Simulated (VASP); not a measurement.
A run of VASP 6.6.1 is set up as follows.

File POSCAR:

```
N
1.0
    5.4724804551      0.0000000000      0.0000000000
    0.0000000000      5.4724804551      0.0000000000
    0.0000000000      0.0000000000      5.4724804551
N
8
Direct
    0.0577722265      0.0577722265      0.0577722265
    0.4422277735      0.9422277735      0.5577722265
    0.5577722265      0.4422277735      0.9422277735
    0.9422277735      0.5577722265      0.4422277735
    0.9424410406      0.9424410406      0.9424410406
    0.5575589594      0.0575589594      0.4424410406
    0.4424410406      0.5575589594      0.0575589594
    0.0575589594      0.4424410406      0.5575589594
```

Contents of INCAR.step1:

```
SYSTEM = N
PREC = Accurate ; ENCUT = 520
ISMEAR = -1 ; SIGMA = 0.02
LREAL = .FALSE. ; LASPH = .TRUE.
NELM = 100 ; NBANDS = 30
GGA = PE ; ALGO = Normal
EDIFF = 1E-4 ; LWAVE = .TRUE.
LCHARG = .FALSE.
```

INCAR.step2

```
SYSTEM = N
PREC = Accurate ; ENCUT = 520
EDIFF = 1E-7 ; ISMEAR = -1
SIGMA = 0.02 ; LREAL = .FALSE.
LASPH = .TRUE. ; NELM = 100
ALGO = Normal ; ISIF = 2
LWAVE = .FALSE. ; LCHARG = .FALSE.
METAGGA = R2SCAN ; LMIXTAU = .TRUE.
LUSE_VDW = .TRUE. ; IVDW_NL = 2
BPARAM = 11.95 ; CPARAM = 0.0093
NBANDS = 30 ; ISTART = 1
```

KPOINTS

```
Automatic mesh
0
G
  4 4 4
  0 0 0
```

Potentials or basis: VASP PAW PBE potentials, release 64 (N).

The run is started by

```console
$ cat potpaw_PBE.64/N/POTCAR > POTCAR
$ cp INCAR.step1 INCAR
$ mpirun -np 1 vasp_std > vasp.out
$ cp INCAR.step2 INCAR
$ mpirun -np 1 vasp_std > vasp.out
```

Task: Estimate the band gap on the k mesh.

Result: 7.93 eV (least direct gap 7.97 eV).

Task: Predict the largest force.

Result: 2.305 eV/Å.

Task: Estimate the pressure.

Result: 2.9 GPa.

Forces in eV/Å, atoms in the order of the input:
```
N    1.331  1.331  1.331
N   -1.331 -1.331  1.331
N    1.331 -1.331 -1.331
N   -1.331  1.331 -1.331
N   -1.331 -1.331 -1.331
N    1.331  1.331 -1.331
N   -1.331  1.331  1.331
N    1.331 -1.331  1.331
```

Caveat: the standard files for N, O and F lose accuracy on very short bonds; the PAW data sets were made with another functional, which shifts forces and pressure a little. A k mesh can miss the band edges.
